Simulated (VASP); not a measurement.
A run of VASP 6.6.1 is set up as follows.

File INCAR:

```
SYSTEM = BN
PREC = Accurate ; ENCUT = 520
EDIFF = 1E-6 ; ISMEAR = 0
SIGMA = 0.02 ; LREAL = .False.
LASPH = .True. ; NELM = 80
ALGO = Normal ; ISIF = 2
LWAVE = .False. ; LCHARG = .False.
LDIPOL = .True. ; IDIPOL = 3
DIPOL = 0.5 0.5 0.500 ; GGA = PE
IVDW = 12 ; IBRION = 2
NSW = 60 ; EDIFFG = -0.01
```

Contents of KPOINTS:

```
regular mesh
0
Gamma
  10 10 1
  0 0 0
```

File POSCAR:

```
BN
1.0
    2.5589292950      0.0014657255      0.0000000000
    1.2781801911      2.2168393456      0.0000000000
    0.0000000000      0.0000000000     26.0000000000
B N
1 1
Direct
    0.4999824916      0.4999824916      0.5000000000
    0.8333175184      0.8333175184      0.5000000000
```

Potentials or basis: VASP PAW PBE potentials, release 64 (B, N).

The run is started by

```bash
$ cat potpaw_PBE.64/B/POTCAR potpaw_PBE.64/N/POTCAR > POTCAR
$ mpirun -np 1 vasp_std > vasp.out
```

Q: What does it give for the band gap on the k mesh?

A: 4.83 eV.

Q: Estimate the dispersion energy per atom.

A: -0.074 eV.

Final structure:
```
CELL_PARAMETERS angstrom
2.55893 0.00147 0.00000
1.27818 2.21684 0.00000
0.00000 0.00000 26.00000
ATOMIC_POSITIONS crystal
B 0.49998 0.49998 0.50000
N 0.83332 0.83332 0.50000
```

Caveat: the cell differs from its parent crystal (biaxial strain +0.020); the relaxation stopped at its first step, so nothing moved.
